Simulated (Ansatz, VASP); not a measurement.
## Two plane-wave programs on Fe

```
Fe
1.0
     2.32538    0.00000    0.00000
     0.00000    2.32538    0.00000
     0.00000    0.00000    2.32538
Fe
1
Direct
  0.00000 0.00000 0.00000
```

Alike in both runs: task single point; functional r2SCAN; k mesh 16 × 16 × 16; occupations fermi-dirac, width 0.1 eV; no spin polarisation.

|  | VASP | Ansatz |
| --- | --- | --- |
| version | VASP 6.6.1 | Ansatz 0.2.0 |
| potentials or method | VASP PAW PBE potentials, release 64 (Fe), cutoff 520 eV | plane waves (500 eV) with PAW, scalar-relativistic |
| valence electrons in the cell | 8 | 16 |

VASP gave:

```
pressure (GPa) : -19.9
```

Estimate Ansatz's values.

pressure (GPa): -20.1.

VASP's potentials were made for PBE, not for r2SCAN. VASP's potentials hold 8 valence electrons a cell and Ansatz's 16, so a difference there can come from the potentials and not from the codes.
